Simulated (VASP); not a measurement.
# Cu3N (Pm-3m) in VASP: notebook

Runs on Cu3N. Level: PBEsol. Tasks: single point, relaxation of cell and atoms.

All numbers are computed with VASP 6.6.1; they aren't measurements. Logs are shortened: lines on timing, memory, paths and dates and some standing lists are left out, and cuts for length are marked.

### Step 1. The cell of the first run

It takes space group Pm-3m (No. 221, cubic). Conventional cell: a = 3.765 Å, b = 3.765 Å, c = 3.765 Å, α = 90.00°, β = 90.00°, γ = 90.00°. Within 2.5 Å of Cu (site symmetry 4/mmm) lie 2 N at 1.88 Å. N (site symmetry m-3m) has 6 Cu at 1.88 Å within 2.5 Å.

### Step 2. Single point, PBEsol

File INCAR:

```
  PREC = Accurate
  ENCUT = 600
  EDIFF = 1E-6
  ISMEAR = 0
  SIGMA = 0.1
  LREAL = False
  LASPH = True
  NELM = 120
  ALGO = Normal
  ISIF = 2
  LWAVE = False
  LCHARG = False
  GGA = PS
  NBANDS = 27
  GGA_COMPAT = False
```

File KPOINTS:

```
Automatic mesh
0
Gamma
  12 12 12
```

File POSCAR:

```
Cu3N
1.0
    3.7650243226      0.0000000000      0.0000000000
    0.0000000000      3.7650243226      0.0000000000
    0.0000000000      0.0000000000      3.7650243226
Cu N
3 1
Direct
    0.5000000000      0.0000000000      0.0000000000
    0.0000000000      0.5000000000      0.0000000000
    0.0000000000      0.0000000000      0.5000000000
    0.0000000000      0.0000000000      0.0000000000
```

Potentials or basis: VASP PAW PBE potentials, release 64 (Cu, N).

On the command line:

```sh
$ cat potpaw_PBE.64/Cu/POTCAR potpaw_PBE.64/N/POTCAR > POTCAR
$ mpirun -np 1 vasp_std > vasp.out
```

OUTCAR:

```text
PREC = Accurate
   ENCUT = 600
   EDIFF = 1E-6
   ISMEAR = 0
   LREAL = False
   LASPH = True
   NELM = 120
   ISIF = 2
   GGA = PS

 ion  position               nearest neighbor table
   1  0.500  0.000  0.000-   4 1.88   4 1.88   2 2.66   3 2.66   2 2.66   2 2.66   3 2.66   3 2.66
                             3 2.66   2 2.66
   2  0.000  0.500  0.000-   4 1.88   4 1.88   1 2.66   3 2.66   1 2.66   3 2.66   3 2.66   3 2.66
                             1 2.66   1 2.66
   3  0.000  0.000  0.500-   4 1.88   4 1.88   1 2.66   1 2.66   2 2.66   2 2.66   2 2.66   2 2.66
                             1 2.66   1 2.66
   4  0.000  0.000  0.000-   1 1.88   2 1.88   3 1.88   3 1.88   2 1.88   1 1.88

  LATTYP: Found a simple cubic cell.
 ALAT       =     3.7650243226

  Lattice vectors:

 A1 = (   3.7650243226,   0.0000000000,   0.0000000000)
 A2 = (   0.0000000000,   3.7650243226,   0.0000000000)
 A3 = (   0.0000000000,   0.0000000000,   3.7650243226)

Analysis of symmetry for initial positions (statically):
=====================================================================
 Subroutine PRICEL returns:
 Original cell was already a primitive cell.

 Routine SETGRP: Setting up the symmetry group for a
 simple cubic supercell.

 Subroutine GETGRP returns: Found 48 space group operations
 (whereof 48 operations were pure point group operations)
 out of a pool of 48 trial point group operations.

The static configuration has the point symmetry O_h .

Analysis of symmetry for dynamics (positions and initial velocities):
=====================================================================
 Subroutine PRICEL returns:
 Original cell was already a primitive cell.

 Routine SETGRP: Setting up the symmetry group for a
 simple cubic supercell.

 Subroutine GETGRP returns: Found 48 space group operations
 (whereof 48 operations were pure point group operations)
 out of a pool of 48 trial point group operations.

The dynamic configuration has the point symmetry O_h .

 Subroutine INISYM returns: Found 48 space group operations
 (whereof 48 operations are pure point group operations),
 and found     1 'primitive' translations

----------------------------------------------------------------------------------------

                                     Primitive cell

  volume of cell :      53.3708

  direct lattice vectors                    reciprocal lattice vectors
     3.765024323  0.000000000  0.000000000     0.265602534  0.000000000  0.000000000
     0.000000000  3.765024323  0.000000000     0.000000000  0.265602534  0.000000000
     0.000000000  0.000000000  3.765024323     0.000000000  0.000000000  0.265602534

  length of vectors
     3.765024323  3.765024323  3.765024323     0.265602534  0.265602534  0.265602534

  position of ions in fractional coordinates (direct lattice)
     0.500000000  0.000000000  0.000000000
     0.000000000  0.500000000  0.000000000
     0.000000000  0.000000000  0.500000000
     0.000000000  0.000000000  0.000000000

  ion indices of the primitive-cell ions
   primitive index   ion index
                 1           1
                 2           2
                 3           3
                 4           4

----------------------------------------------------------------------------------------

 KPOINTS: Automatic mesh

Automatic generation of k-mesh.
 Grid dimensions read from file:
 generate k-points for:   12   12   12

 Generating k-lattice:

  Cartesian coordinates                     Fractional coordinates (reciprocal lattice)
     0.022133544  0.000000000  0.000000000     0.083333333  0.000000000  0.000000000
     0.000000000  0.022133544  0.000000000     0.000000000  0.083333333  0.000000000
     0.000000000  0.000000000  0.022133544     0.000000000  0.000000000  0.083333333

  Length of vectors
     0.022133544  0.022133544  0.022133544

  Shift w.r.t. Gamma in fractional coordinates (k-lattice)
     0.000000000  0.000000000  0.000000000

 Subroutine IBZKPT returns following result:
 ===========================================

 Found     84 irreducible k-points:

 Following reciprocal coordinates:
            Coordinates               Weight
  0.000000  0.000000  0.000000      1.000000
  0.083333  0.000000  0.000000      6.000000
  0.166667  0.000000  0.000000      6.000000
  0.250000  0.000000  0.000000      6.000000
  0.333333  0.000000  0.000000      6.000000
  0.416667  0.000000  0.000000      6.000000
[... 16 lines left out ...]
  0.333333  0.333333  0.000000     12.000000
  0.416667  0.333333  0.000000     24.000000
 [... further k-points ...]
   k-points           NKPTS =     84   k-points in BZ     NKDIM =     84   number of bands    NBANDS=     27
   number of dos      NEDOS =    301   number of ions     NIONS =      4
   total plane-waves  NPLWV =  27000
   dimension x,y,z NGX =    30 NGY =   30 NGZ =   30
   dimension x,y,z NGXF=    60 NGYF=   60 NGZF=   60
   ions per type =               3   1
   NGX,Y,Z   is equivalent  to a cutoff of  13.25, 13.25, 13.25 a.u.
   NGXF,Y,Z  is equivalent  to a cutoff of  26.49, 26.49, 26.49 a.u.
 SYSTEM =  unknown system
   PREC   = accura    normal or accurate (medium, high low for compatibility)
   ISTART =      0    job   : 0-new  1-cont  2-samecut
   ICHARG =      2    charge: 1-file 2-atom 10-const
   ISPIN  =      1    spin polarized calculation?
   LNONCOLLINEAR =      F non collinear calculations
   LSORBIT =      F    spin-orbit coupling
   LASPH  =      T    aspherical Exc in radial PAW
   ENCUT  =  600.0 eV  44.10 Ry    6.64 a.u.   7.52  7.52  7.52*2*pi/ulx,y,z
   NELM   =    120;   NELMIN=  2; NELMDL= -5     # of ELM steps
   EDIFF  = 0.1E-05   stopping-criterion for ELM
   LREAL  =      F    real-space projection
   EDIFFG = 0.1E-04   stopping-criterion for IOM
   NSW    =      0    number of steps for IOM
   IBRION =     -1    ionic relax: 0-MD 1-quasi-New 2-CG
   NFREE  =      0    steps in history (QN), initial steepest desc. (CG)
   ISIF   =      2    stress and relaxation
   ISYM   =      2    0-nonsym 1-usesym 2-fastsym
   POTIM  = 0.5000    time-step for ionic-motion
   TEBEG  =    0.0;   TEEND  =   0.0 temperature during run
   PSTRESS=    0.0 pullay stress
   NELECT =      38.0000    total number of electrons
   NUPDOWN=      -1.0000    fix difference up-down
   EMIN   =  10.00;   EMAX   =-10.00  energy-range for DOS
   EFERMI =   0.00;   METHOD = LEGACY
   ISMEAR =     0;   SIGMA  =   0.10  broadening in eV -4-tet -1-fermi 0-gaus
   EFERMI_NEDOS =   21; number of points for ismear=-14 and -15
   IALGO  =     38    algorithm
   IMIX   =      4    mixing-type and parameters
     AMIX     =   0.40;   BMIX     =  1.00
     AMIX_MAG =   1.60;   BMIX_MAG =  1.00
  volume/ion in A,a.u.               =      13.34        90.04
  Fermi-wavevector in a.u.,A,eV,Ry     =   1.461846  2.762488 29.075559  2.136993
  Thomas-Fermi vector in A             =   2.578129
   LORBIT       =      0    0 simple, 1 ext, 2 COOP (PROOUT), +10 PAW based schemes
   GGA     = PS    functional components
   LHFCALC =     F    Hartree Fock is set to
   AEXX    =    0.0000 exact exchange contribution
   IVDW    =     0    specifies the selected vdW correction
   LEPSILON=     F    determine dielectric tensor
   LRPA    =     F    only Hartree local field effects (RPA)
 non-spin polarized calculation
 Gauss-broadening in eV      SIGMA  =   0.10
  energy-cutoff  :      600.00
  volume of cell :       53.37
 maximum number of plane-waves:      1804
   NGX = 15   NGY = 15   NGZ = 15

 number of electron      38.0000034 magnetization

 Free energy of the ion-electron system (eV)
  ---------------------------------------------------
  ext. energy  EPLUGINS =         0.00000000
  ---------------------------------------------------
  free energy    TOTEN  =       -20.44106764 eV

  energy without entropy =      -20.44026212  energy(sigma->0) =      -20.44066488

 E-fermi :   5.2181     XC(G=0): -11.2022

 val. band max:        5.1816712909   @ k =   0.5000   0.5000   0.5000
 cond. band min:       5.2205430559   @ k =   0.5000   0.5000   0.0000
 fundamental gap:      0.0388717651
 Fermi energy:         5.2181314545

 k-point     1 :       0.0000    0.0000    0.0000
  band No.  band energies     occupation
      1     -11.9967      2.00000
      2      -0.3499      2.00000
      3       0.1375      2.00000
      4       0.1375      2.00000
      5       0.1375      2.00000
      6       1.0756      2.00000
[... 19 lines left out ...]
     26      17.6349      0.00000
     27      17.6349      0.00000

 k-point     2 :       0.0833    0.0000    0.0000
  band No.  band energies     occupation
      1     -11.9687      2.00000
      2      -0.4320      2.00000
      3      -0.0084      2.00000
      4       0.0497      2.00000
      5       0.0497      2.00000
      6       1.0833      2.00000
[... 19 lines left out ...]
     26      17.1947      0.00000
     27      17.2759      0.00000

 k-point     3 :       0.1667    0.0000    0.0000
  band No.  band energies     occupation
      1     -11.8906      2.00000
      2      -0.9315      2.00000
      3      -0.1359      2.00000
      4      -0.1359      2.00000
      5       0.0255      2.00000
      6       1.1050      2.00000
[... 19 lines left out ...]
     26      16.2039      0.00000
     27      16.5378      0.00000

 k-point     4 :       0.2500    0.0000    0.0000
  band No.  band energies     occupation
      1     -11.7792      2.00000
      2      -1.5875      2.00000
      3      -0.3270      2.00000
      4      -0.3270      2.00000
      5       0.2496      2.00000
      6       1.1356      2.00000
[... 19 lines left out ...]
     26      15.1138      0.00000
     27      15.7757      0.00000
[... 516 lines left out ...]
      4      -0.8975      2.00000
      5       1.4434      2.00000
      6       1.5723      2.00000
[... 19 lines left out ...]
     26      15.4276      0.00000
     27      15.7128      0.00000

 k-point    23 :       0.3333    0.3333    0.0000
  band No.  band energies     occupation
      1     -11.3207      2.00000
      2      -2.2900      2.00000
      3      -2.2757      2.00000
      4      -0.9049      2.00000
      5       1.2162      2.00000
      6       1.6557      2.00000
[... 19 lines left out ...]
     26      14.7039      0.00000
     27      17.3103      0.00000

 k-point    24 :       0.4167    0.3333    0.0000
  band No.  band energies     occupation
      1     -11.2283      2.00000
      2      -2.6394      2.00000
      3      -2.3126      2.00000
      4      -0.9844      2.00000
      5       1.4679      2.00000
      6       1.7435      2.00000
[... 19 lines left out ...]
     26      15.4185      0.00000
     27      16.9279      0.00000

 [... further k-points ...]
[... 5 lines left out ...]
  --------------------------------------------------------------------------------------
  -------------------------------------------------------------------------------------
  Total        0.2501886      0.2501886      0.2501886      0.0000000      0.0000000     -0.0000000
  in kB        7.5106023      7.5106023      7.5106023      0.0000000      0.0000000     -0.0000000
  external PRESSURE =       7.5106023 kB  Pullay stress =       0.0000000 kB

 VOLUME and BASIS-vectors are now :
 -----------------------------------------------------------------------------
  energy-cutoff  :      600.00
  volume of cell :       53.37
      direct lattice vectors                 reciprocal lattice vectors
     3.765024323  0.000000000  0.000000000     0.265602534  0.000000000  0.000000000
     0.000000000  3.765024323  0.000000000     0.000000000  0.265602534  0.000000000
     0.000000000  0.000000000  3.765024323     0.000000000  0.000000000  0.265602534

 POSITION                                       TOTAL-FORCE (eV/Angst)
 -----------------------------------------------------------------------------------
      1.88251      0.00000      0.00000         0.000000      0.000000      0.000000
      0.00000      1.88251      0.00000         0.000000      0.000000      0.000000
      0.00000      0.00000      1.88251         0.000000      0.000000      0.000000
      0.00000      0.00000      0.00000         0.000000      0.000000      0.000000
 -----------------------------------------------------------------------------------
    total drift:                                0.000000      0.000000      0.000000

  FREE ENERGIE OF THE ION-ELECTRON SYSTEM (eV)
  ---------------------------------------------------
  free  energy   TOTEN  =       -20.4410676399 eV

  energy  without entropy=      -20.4402621235  energy(sigma->0) =      -20.44066488
```

Wall time 68 s (1 thread of AMD EPYC 9R45 (Zen 5), shared host); peak memory 0.22 GiB.

What came out:

- Free energy: -20.4411 eV
- Pressure: 0.8 GPa
- Band gap on the k mesh: 0.04 eV, indirect (least direct gap 0.59 eV)

Caveat: the PAW data sets were made with another functional, which shifts forces and pressure a little. A k mesh can miss the band edges.

(Part 1 of 3 ends here.)
